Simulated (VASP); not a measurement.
Input of a VASP 6.6.1 run:

File INCAR:

```
SYSTEM = LuTa2
PREC     = Accurate       ! precision mode
ENCUT    = 520            ! plane-wave cutoff, eV
EDIFF    = 1E-6           ! SCF threshold, eV
ISMEAR   = 0              ! smearing method
SIGMA    = 0.1            ! smearing width, eV
LREAL    = .False.        ! projectors in reciprocal space
LASPH    = .True.         ! aspherical terms in the spheres
NELM     = 100            ! most SCF steps
ALGO     = Fast           ! electronic algorithm
ISIF     = 2              ! what is computed and relaxed
LWAVE    = .False.        ! write WAVECAR
LCHARG   = .True.         ! write CHGCAR
GGA      = PE             ! functional
LELF     = .True.         ! ELF
LVHAR    = .True.       
NBANDS   = 56             ! bands
```

KPOINTS

```
regular mesh
0
Gamma
  12 12 6
  0 0 0
```

File POSCAR:

```
LuTa2
1.0
    4.9299638410      0.0000000000      0.0000000000
   -2.4649819205      4.2694739261      0.0000000000
    0.0000000000      0.0000000000      5.8593914637
Lu Ta
2 4
Direct
    0.3333333333      0.6666666667      0.2500000000
    0.6666666667      0.3333333333      0.7500000000
    0.3333333333      0.6666666667      0.7500000000
    0.6666666667      0.3333333333      0.2500000000
    0.0000000000      0.0000000000      0.0000000000
    0.0000000000      0.0000000000      0.5000000000
```

Potentials or basis: VASP PAW PBE potentials, release 64 (Lu, Ta_pv).

Launch:

```bash
$ cat potpaw_PBE.64/Lu/POTCAR potpaw_PBE.64/Ta_pv/POTCAR > POTCAR
$ mpirun -np 1 vasp_std > vasp.out
```

(1) Estimate the pressure.

(2) Predict the band gap on the k mesh.

Results:

(1) 0.5 GPa.

(2) zero (bands 47 and 48 overlap by 1.97 eV).

Caveat: spin-orbit coupling is left out, which moves the levels of the heavy elements.
